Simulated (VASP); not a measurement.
Crystal: NaI.

```
CELL_PARAMETERS angstrom
0.00000 3.17033 3.17033
3.17033 0.00000 3.17033
3.17033 3.17033 0.00000
ATOMIC_POSITIONS crystal
I 0.50000 0.50000 0.50000
Na 0.00000 0.00000 0.00000
```

Base run:

| Quantity | Value |
| --- | --- |
| Program | VASP 6.6.1 |
| Functional | PBE |
| Potentials or basis | VASP PAW PBE potentials, release 64 (I, Na_pv) |
| Cutoff | 520 eV |
| k mesh | 7 × 7 × 7 |
| Occupations | fermi-dirac, width 0.05 eV |
| Spin | no spin polarisation |

Its results: band gap on the k mesh 3.81 eV, direct; pressure 1.7 GPa.

Question: The run is repeated on the same cell with these changes: functional from PBE to PBE0; k mesh from 7 × 7 × 7 to 4 × 4 × 4. What comes out?

Answer: Band gap on the k mesh 5.54 eV, direct; pressure 1.3 GPa.

Several settings changed at once, so the effect can't be laid on one alone.

Caveats: some runs use coarse meshes; spin-orbit coupling is left out, which moves the levels of the heavy elements; the PAW data sets were made with another functional, which shifts forces and pressure a little (some runs).

